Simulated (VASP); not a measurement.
Input of a VASP 6.6.1 run:

Contents of INCAR:

```
ALGO = Fast
EDIFF = 1E-6
EDIFFG = -0.04
ENCUT = 600
GGA = PE
IBRION = 2
ISIF = 3
ISMEAR = 0
LASPH = True
LCHARG = False
LREAL = False
LWAVE = False
NELM = 100
NSW = 90
PREC = Accurate
SIGMA = 0.1
```

File KPOINTS:

```
k-points
0
Gamma
  4 4 4
```

File POSCAR:

```
CsTa3
1.0
    4.5359956977      0.0000000000      0.0000000000
    0.0000000000      4.5359956977      0.0000000000
    0.0000000000      0.0000000000      4.5359956977
Cs Ta
1 3
Direct
    0.0000000000      0.0000000000      0.0000000000
    0.0000000000      0.5000000000      0.5000000000
    0.5000000000      0.0000000000      0.5000000000
    0.5000000000      0.5000000000      0.0000000000
```

Potentials or basis: VASP PAW PBE potentials, release 64 (Cs_sv, Ta_pv).

The run is started by

```console
$ cat potpaw_PBE.64/Cs_sv/POTCAR potpaw_PBE.64/Ta_pv/POTCAR > POTCAR
$ mpirun -np 1 vasp_std > vasp.out
```

Question: What does it give for the relaxed volume?

Answer: 21.71 Å³/atom.

Question: Predict the band gap on the k mesh.

Answer: Zero (band 21 reaches 6.29 eV, above the bottom of band 22 at 5.17 eV).

Final structure:
```
CELL_PARAMETERS angstrom
4.42822 0.00000 0.00000
0.00000 4.42822 0.00000
0.00000 0.00000 4.42822
ATOMIC_POSITIONS crystal
Cs 0.00000 0.00000 0.00000
Ta 0.00000 0.50000 0.50000
Ta 0.50000 0.00000 0.50000
Ta 0.50000 0.50000 0.00000
```

Caveat: spin-orbit coupling is left out, which moves the levels of the heavy elements.
